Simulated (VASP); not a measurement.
Here is a VASP 6.6.1 calculation.

File INCAR:

```
SYSTEM = CsBr
  ALGO = Normal
  EDIFF = 1E-7
  EDIFFG = -0.005
  ENCUT = 500
  GGA_COMPAT = .FALSE.
  IBRION = 2
  ISIF = 3
  ISMEAR = 0
  LASPH = .TRUE.
  LCHARG = .FALSE.
  LREAL = .FALSE.
  LWAVE = .FALSE.
  NELM = 120
  NELMIN = 4
  NSW = 100
  PREC = Accurate
  SIGMA = 0.02
```

KPOINTS

```
k-points
0
G
  6 6 6
  0 0 0
```

POSCAR

```
CsBr
1.0
    4.1390194729      0.0000000000      0.0000000000
    0.0000000000      4.1390194729      0.0000000000
    0.0000000000      0.0000000000      4.1390194729
Cs Br
1 1
Direct
    0.0000000000      0.0000000000      0.0000000000
    0.5000000000      0.5000000000      0.5000000000
```

Potentials or basis: VASP PAW LDA potentials, release 64 (Cs_sv, Br).

Launch:

```console
$ cat potpaw_LDA.64/Cs_sv/POTCAR potpaw_LDA.64/Br/POTCAR > POTCAR
$ mpirun -np 1 vasp_std > vasp.out
```

Q: Predict the relaxed cell.

A: a = 4.146 Å, b = 4.146 Å, c = 4.146 Å, α = 90.00°, β = 90.00°, γ = 90.00°.

Q: Estimate the space group after relaxing (to 0.1 Å).

A: Pm-3m (No. 221).

Q: What does it give for the relaxed volume?

A: 35.64 Å³/atom.

Q: Estimate the band gap on the k mesh.

A: 4.51 eV.

Step by step:
```
step  energy change (eV)  largest force (eV/Å)  pressure (GPa)  volume (Å³)
   1              0.0000                0.0000            0.12        70.91
   2             -0.0001                0.0000            0.03        71.18
   3             -0.0001                0.0000            0.00        71.27
```

Caveat: spin-orbit coupling is left out, which moves the levels of the heavy elements. A k mesh can miss the band edges.
